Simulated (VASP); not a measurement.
# PtS2 (P-3m1) in VASP: a series of runs

The runs below take PtS2 through single point, with PBE, HSE06.

All numbers are computed with VASP 6.6.1; they aren't measurements. Logs are shortened: lines on timing, memory, paths and dates and some standing lists are left out, and cuts for length are marked.

**1. The cell of the first run**

Symmetry: P-3m1, No. 164, trigonal system. The conventional cell has a = 3.553 Å, b = 3.553 Å, c = 5.123 Å, α = 90.00°, β = 90.00°, γ = 120.00°. Within 3.2 Å of Pt (site symmetry -3m) lie 6 S at 2.39 Å. S (site symmetry 3m) has 3 Pt at 2.39 Å and 3 S at 3.20 Å within 3.2 Å.

**2. Single point, PBE, non-collinear spin, zero start, spin-orbit coupling**

File INCAR:

```
PREC = Accurate
ENCUT = 500
EDIFF = 1E-6
ISMEAR = -1
SIGMA = 0.02
LREAL = F
LASPH = T
NELM = 200
ALGO = Normal
ISIF = 2
LWAVE = F
LCHARG = T
LNONCOLLINEAR = T
MAGMOM = 0 0 0 0 0 0 0 0 0
LORBIT = 11
LSORBIT = T
GGA_COMPAT = F
LORBMOM = T
LMAXMIX = 4
GGA = PE
LVHAR = T
NBANDS = 35
```

File KPOINTS:

```
Automatic mesh
0
Gamma
  12 12 6
```

File POSCAR:

```
PtS2
1.0
    3.5526392528      0.0000000000      0.0000000000
   -1.7763196264      3.0766758434      0.0000000000
    0.0000000000      0.0000000000      5.1227220331
Pt S
1 2
Direct
    0.0000000000      0.0000000000      0.0000000000
    0.6666666667      0.3333333333      0.7607402620
    0.3333333333      0.6666666667      0.2392597380
```

Potentials or basis: VASP PAW PBE potentials, release 64 (Pt, S).

Launch:

```bash
> cat potpaw_PBE.64/Pt/POTCAR potpaw_PBE.64/S/POTCAR > POTCAR
> mpirun -np 1 vasp_ncl > vasp.out
```

OUTCAR:

```text
PREC = Accurate
   ENCUT = 500
   EDIFF = 1E-6
   ISMEAR = -1
   LREAL = F
   LASPH = T
   NELM = 200
   ISIF = 2
   LNONCOLLINEAR = T
   LORBIT = 11
   LSORBIT = T
   GGA = PE

 ion  position               nearest neighbor table
   1  0.000  0.000  0.000-   2 2.39   3 2.39   3 2.39   2 2.39   2 2.39   3 2.39
   2  0.667  0.333  0.761-   1 2.39   1 2.39   1 2.39
   3  0.333  0.667  0.239-   1 2.39   1 2.39   1 2.39

  LATTYP: Found a hexagonal cell.
 ALAT       =     3.5526392528
 C/A-ratio  =     1.4419482724

  Lattice vectors:

 A1 = (   3.5526392528,   0.0000000000,   0.0000000000)
 A2 = (  -1.7763196264,   3.0766758434,   0.0000000000)
 A3 = (   0.0000000000,   0.0000000000,   5.1227220331)

Analysis of symmetry for initial positions (statically):
=====================================================================
 Subroutine PRICEL returns:
 Original cell was already a primitive cell.

 Routine SETGRP: Setting up the symmetry group for a
 hexagonal supercell.

 Subroutine GETGRP returns: Found 12 space group operations
 (whereof 12 operations were pure point group operations)
 out of a pool of 24 trial point group operations.

The static configuration has the point symmetry D_3d.

Analysis of symmetry for dynamics (positions and initial velocities):
=====================================================================
 Subroutine PRICEL returns:
 Original cell was already a primitive cell.

 Routine SETGRP: Setting up the symmetry group for a
 hexagonal supercell.

 Subroutine GETGRP returns: Found 12 space group operations
 (whereof 12 operations were pure point group operations)
 out of a pool of 24 trial point group operations.

The dynamic configuration has the point symmetry D_3d.

Analysis of structural, dynamic, and magnetic symmetry:
=====================================================================
 Subroutine PRICEL returns:
 Original cell was already a primitive cell.

 Routine SETGRP: Setting up the symmetry group for a
 hexagonal supercell.

 Subroutine GETGRP returns: Found 12 space group operations
 (whereof 12 operations were pure point group operations)
 out of a pool of 24 trial point group operations.

The overall configuration has the point symmetry D_3d.

 Subroutine INISYM returns: Found 12 space group operations
 (whereof 12 operations are pure point group operations),
 and found     1 'primitive' translations

----------------------------------------------------------------------------------------

                                     Primitive cell

  volume of cell :      55.9930

  direct lattice vectors                    reciprocal lattice vectors
     3.552639253  0.000000000  0.000000000     0.281480873  0.162513058  0.000000000
    -1.776319626  3.076675843  0.000000000     0.000000000  0.325026116  0.000000000
     0.000000000  0.000000000  5.122722033     0.000000000  0.000000000  0.195208718

  length of vectors
     3.552639253  3.552639253  5.122722033     0.325026116  0.325026116  0.195208718

  position of ions in fractional coordinates (direct lattice)
     0.000000000  0.000000000  0.000000000
     0.666666667  0.333333333  0.760740262
     0.333333333  0.666666667  0.239259738

  ion indices of the primitive-cell ions
   primitive index   ion index
                 1           1
                 2           2
                 3           3

----------------------------------------------------------------------------------------

 KPOINTS: Automatic mesh

Automatic generation of k-mesh.
 Grid dimensions read from file:
 generate k-points for:   12   12    6

 Generating k-lattice:

  Cartesian coordinates                     Fractional coordinates (reciprocal lattice)
     0.023456739  0.013542755  0.000000000     0.083333333  0.000000000  0.000000000
     0.000000000  0.027085510  0.000000000     0.000000000  0.083333333  0.000000000
     0.000000000  0.000000000  0.032534786     0.000000000  0.000000000  0.166666667

  Length of vectors
     0.027085510  0.027085510  0.032534786

  Shift w.r.t. Gamma in fractional coordinates (k-lattice)
     0.000000000  0.000000000  0.000000000

 Subroutine IBZKPT returns following result:
 ===========================================

 Found    100 irreducible k-points:

 Following reciprocal coordinates:
            Coordinates               Weight
  0.000000  0.000000  0.000000      1.000000
  0.083333  0.000000  0.000000      6.000000
  0.166667  0.000000  0.000000      6.000000
  0.250000  0.000000  0.000000      6.000000
  0.333333  0.000000  0.000000      6.000000
  0.416667  0.000000  0.000000      6.000000
[... 16 lines left out ...]
  0.166667  0.000000  0.166667      6.000000
  0.000000  0.166667  0.166667      6.000000
[... 25 lines left out ...]
   ISIF   =      2    stress and relaxation
   ISYM   =      2    0-nonsym 1-usesym 2-fastsym
   POTIM  = 0.5000    time-step for ionic-motion
   TEBEG  =    0.0;   TEEND  =   0.0 temperature during run
   PSTRESS=    0.0 pullay stress
   NELECT =      22.0000    total number of electrons
   NUPDOWN=      -1.0000    fix difference up-down
   EMIN   =  10.00;   EMAX   =-10.00  energy-range for DOS
   EFERMI =   0.00;   METHOD = LEGACY
   ISMEAR =    -1;   SIGMA  =   0.02  broadening in eV -4-tet -1-fermi 0-gaus
   EFERMI_NEDOS =   21; number of points for ismear=-14 and -15
   IALGO  =     38    algorithm
   IMIX   =      4    mixing-type and parameters
     AMIX     =   0.40;   BMIX     =  1.00
     AMIX_MAG =   1.60;   BMIX_MAG =  1.00
  volume/ion in A,a.u.               =      18.66       125.95
  Fermi-wavevector in a.u.,A,eV,Ry     =   1.199052  2.265879 19.561430  1.437725
  Thomas-Fermi vector in A             =   2.334924
   LORBIT       =     11    0 simple, 1 ext, 2 COOP (PROOUT), +10 PAW based schemes
   GGA     = PE    functional components
   LHFCALC =     F    Hartree Fock is set to
   AEXX    =    0.0000 exact exchange contribution
   IVDW    =     0    specifies the selected vdW correction
   LEPSILON=     F    determine dielectric tensor
   LRPA    =     F    only Hartree local field effects (RPA)
  energy-cutoff  :      500.00
  volume of cell :       55.99
 maximum number of plane-waves:      2918
 NGX is ok and might be reduce to    28
   NGX = 13   NGY = 13   NGZ = 19

 number of electron      21.9999996 magnetization      -0.0000000     -0.0000000      0.0000000

 number of electron      21.9999996 magnetization       0.0000000     -0.0000000      0.0000000

 number of electron      21.9999996 magnetization       0.0000000      0.0000000      0.0000000

 Free energy of the ion-electron system (eV)
  ---------------------------------------------------
  ext. energy  EPLUGINS =         0.00000000
  ---------------------------------------------------
  free energy    TOTEN  =       -15.78309997 eV

  energy without entropy =      -15.78309997  energy(sigma->0) =      -15.78309997

 E-fermi :   6.8305     XC(G=0): -10.5264

 val. band max:        6.4615891171   @ k =   0.0000   0.1667   0.1667
 cond. band min:       7.2188138087   @ k =   0.0000   0.2500   0.3333
 fundamental gap:      0.7572246916
 Fermi energy:         6.8305271902

 k-point     1 :       0.0000    0.0000    0.0000
  band No.  band energies     occupation
      1      -8.6791      1.00000
      2      -8.6791      1.00000
      3      -5.8727      1.00000
      4      -5.8727      1.00000
      5      -0.4218      1.00000
      6      -0.4218      1.00000
[... 877 lines left out ...]
     33      15.7225      0.00000
     34      15.7226      0.00000

 [... further k-points ...]

 [bands above 34 left out]

------------------------ aborting loop because EDIFF is reached ----------------------------------------

  FORCE on cell =-STRESS in cart. coord.  units (eV):
  Direction    XX          YY          ZZ          XY          YZ          ZX
  --------------------------------------------------------------------------------------
  -------------------------------------------------------------------------------------
  Total        1.3171226      1.3171226      0.9162070      0.0000000      0.0000000      0.0000000
  in kB       37.6880032     37.6880032     26.2162491      0.0000000      0.0000000      0.0000000
  external PRESSURE =      33.8640852 kB  Pullay stress =       0.0000000 kB

 VOLUME and BASIS-vectors are now :
 -----------------------------------------------------------------------------
  energy-cutoff  :      500.00
  volume of cell :       55.99
      direct lattice vectors                 reciprocal lattice vectors
     3.552639253  0.000000000  0.000000000     0.281480873  0.162513058  0.000000000
    -1.776319626  3.076675843  0.000000000     0.000000000  0.325026116  0.000000000
     0.000000000  0.000000000  5.122722033     0.000000000  0.000000000  0.195208718

 POSITION                                       TOTAL-FORCE (eV/Angst)
 -----------------------------------------------------------------------------------
      0.00000      0.00000      0.00000        -0.000000      0.000000      0.000000
      1.77632      1.02556      3.89706         0.000000      0.000000     -0.063040
     -0.00000      2.05112      1.22566         0.000000     -0.000000      0.063040
 -----------------------------------------------------------------------------------
    total drift:                                0.000000      0.000000      0.000000

  FREE ENERGIE OF THE ION-ELECTRON SYSTEM (eV)
  ---------------------------------------------------
  free  energy   TOTEN  =       -15.7830999728 eV

  energy  without entropy=      -15.7830999727  energy(sigma->0) =      -15.78309997

 orbital moment (x)

 # of ion     p       d       tot
 ----------------------------------------
  1        -0.000  -0.000  -0.000
  2        -0.000   0.000  -0.000
  3        -0.000   0.000  -0.000
 ----------------------------------------
           -0.000  -0.000  -0.000

 orbital moment (y)

 # of ion     p       d       tot
 ----------------------------------------
  1        -0.000   0.000  -0.000
  2        -0.000   0.000  -0.000
  3         0.000   0.000   0.000
 ----------------------------------------
           -0.000   0.000  -0.000

 orbital moment (z)

 # of ion     p       d       tot
 ----------------------------------------
  1         0.000   0.000   0.000
  2         0.000   0.000   0.000
  3         0.000   0.000   0.000
 ----------------------------------------
            0.000   0.000   0.000

 Spin-Orbit-Coupling matrix elements

 Ion:    1  E_soc:     -0.7717485
 l=   1
     0.0000000    -0.0342789    -0.0361983
    -0.0342789     0.0000000    -0.0342789
    -0.0361983    -0.0342789     0.0000000
 l=   2
     0.0000000    -0.0210497     0.0000000    -0.0210497    -0.0699067
    -0.0210497     0.0000000    -0.0508111    -0.0253903    -0.0210497
     0.0000000    -0.0508111     0.0000000    -0.0508111     0.0000000
    -0.0210497    -0.0253903    -0.0508111     0.0000000    -0.0210497
    -0.0699067    -0.0210497     0.0000000    -0.0210497     0.0000000
 l=   3
     0.0000000     0.0000000     0.0000000     0.0000000     0.0000000     0.0000000     0.0000000
     0.0000000     0.0000000     0.0000000     0.0000000     0.0000000     0.0000000     0.0000000
     0.0000000     0.0000000     0.0000000     0.0000000     0.0000000     0.0000000     0.0000000
     0.0000000     0.0000000     0.0000000     0.0000000     0.0000000     0.0000000     0.0000000
[... 29 lines left out ...]
 l=   2
     0.0000000     0.0000000     0.0000000     0.0000000     0.0000000
     0.0000000     0.0000000     0.0000000     0.0000000     0.0000000
     0.0000000     0.0000000     0.0000000     0.0000000     0.0000000
     0.0000000     0.0000000     0.0000000     0.0000000     0.0000000
     0.0000000     0.0000000     0.0000000     0.0000000     0.0000000
 l=   3
     0.0000000     0.0000000     0.0000000     0.0000000     0.0000000     0.0000000     0.0000000
     0.0000000     0.0000000     0.0000000     0.0000000     0.0000000     0.0000000     0.0000000
     0.0000000     0.0000000     0.0000000     0.0000000     0.0000000     0.0000000     0.0000000
     0.0000000     0.0000000     0.0000000     0.0000000     0.0000000     0.0000000     0.0000000
     0.0000000     0.0000000     0.0000000     0.0000000     0.0000000     0.0000000     0.0000000
     0.0000000     0.0000000     0.0000000     0.0000000     0.0000000     0.0000000     0.0000000
     0.0000000     0.0000000     0.0000000     0.0000000     0.0000000     0.0000000     0.0000000

 total charge

# of ion       s       p       d       tot
------------------------------------------
    1        0.698   0.799   7.955   9.451
    2        1.363   2.278   0.000   3.641
    3        1.363   2.278   0.000   3.641
--------------------------------------------------
tot          3.424   5.354   7.955  16.732

 magnetization (x)

# of ion       s       p       d       tot
------------------------------------------
    1        0.000  -0.000   0.000  -0.000
    2        0.000   0.000   0.000   0.000
    3        0.000   0.000   0.000   0.000
--------------------------------------------------
tot          0.000   0.000   0.000   0.000

 magnetization (y)

# of ion       s       p       d       tot
------------------------------------------
    1        0.000   0.000   0.000   0.000
    2       -0.000   0.000   0.000  -0.000
    3       -0.000   0.000   0.000  -0.000
--------------------------------------------------
tot         -0.000   0.000   0.000  -0.000

 magnetization (z)

# of ion       s       p       d       tot
------------------------------------------
    1        0.000   0.000  -0.000  -0.000
    2        0.000   0.000   0.000   0.000
    3        0.000   0.000   0.000   0.000
--------------------------------------------------
tot          0.000   0.000  -0.000  -0.000
```

Run time: 4.2 min. Hardware: 1 thread of AMD EPYC 9R45 (Zen 5), shared host; peak memory 0.44 GiB.

What came out:

| Property | Result |
| --- | --- |
| Free energy | -15.7831 eV |
| Pressure | 3.4 GPa |
| Largest force | 0.063 eV/Å |
| Net moment | 0.00 μB per cell |
| Valence electrons inside the program's atomic spheres | Pt 9.45; S 3.64 |

Forces on the atoms (eV/Å):
```
Pt   0.000  0.000  0.000
S    0.000  0.000 -0.063
S    0.000  0.000  0.063
```

Moments on the atoms (μB; x, y, z):
```
Pt  0.00 0.00 0.00
S   0.00 0.00 0.00
S   0.00 0.00 0.00
```

Caveat: the cell stands under pressure.

**3. Single point, HSE06**

POSCAR is that of step 2.

File INCAR.step1:

```
PREC = Accurate
ENCUT = 400
EDIFF = 1E-5
ISMEAR = 0
SIGMA = 0.01
LREAL = F
LASPH = T
NELM = 120
ALGO = Normal
ISIF = 2
LWAVE = T
LCHARG = F
NBANDS = 18
GGA = PE
GGA_COMPAT = F
```

File INCAR.step2:

```
PREC = Accurate
ENCUT = 400
EDIFF = 1E-6
ISMEAR = 0
SIGMA = 0.01
LREAL = F
LASPH = T
NELM = 120
ALGO = Normal
ISIF = 2
LWAVE = F
LCHARG = F
GGA = PE
LHFCALC = T
HFSCREEN = 0.2079
PRECFOCK = Normal
NBANDS = 18
ISTART = 1
GGA_COMPAT = F
```

File KPOINTS:

```
regular mesh
0
Gamma
  6 6 4
```

Potentials or basis: VASP PAW PBE potentials, release 64 (Pt, S).

Launch:

```bash
> cat potpaw_PBE.64/Pt/POTCAR potpaw_PBE.64/S/POTCAR > POTCAR
> cp INCAR.step1 INCAR
> mpirun -np 1 vasp_std > vasp.out
> cp INCAR.step2 INCAR
> mpirun -np 1 vasp_std > vasp.out
```

Wall time 46 min (1 thread of Intel Xeon Platinum 8375C at 2.90GHz (Ice Lake), shared host); peak memory 0.27 GiB.

The run converged. Its results:

- Free energy: -18.6291 eV
- Pressure: -1.4 GPa
- Largest force: 0.411 eV/Å
- Band gap on the k mesh: 1.40 eV (least direct gap 2.14 eV)

Forces in eV/Å, atoms in the order of the input:
```
Pt   0.000  0.000  0.000
S    0.000  0.000  0.411
S    0.000  0.000 -0.411
```

Stress tensor (GPa, compression positive):
```
-1.83  0.00  0.00
 0.00 -1.83  0.00
 0.00  0.00 -0.46
```

Levels at points of the mesh, in eV from the valence-band top:
| k point | band 9 | band 10 | band 11 | band 12 | band 13 | band 14 |
| --- | --- | --- | --- | --- | --- | --- |
| (0.00, 0.00, 0.00) | -1.15 | -1.15 | 0.00 | 2.74 | 2.74 | 5.50 |
| (0.50, 0.00, 0.00) | -3.52 | -3.45 | -2.91 | 2.21 | 3.30 | 6.37 |
| (0.00, 0.00, 0.50) | -1.54 | -1.39 | -1.39 | 3.32 | 3.32 | 6.37 |
| (0.50, 0.00, 0.50) | -3.41 | -3.02 | -1.63 | 2.38 | 2.97 | 6.05 |

Caveat: the PAW data sets were made with another functional, which shifts forces and pressure a little; spin-orbit coupling is left out, which moves the levels of the heavy elements. A k mesh can miss the band edges.
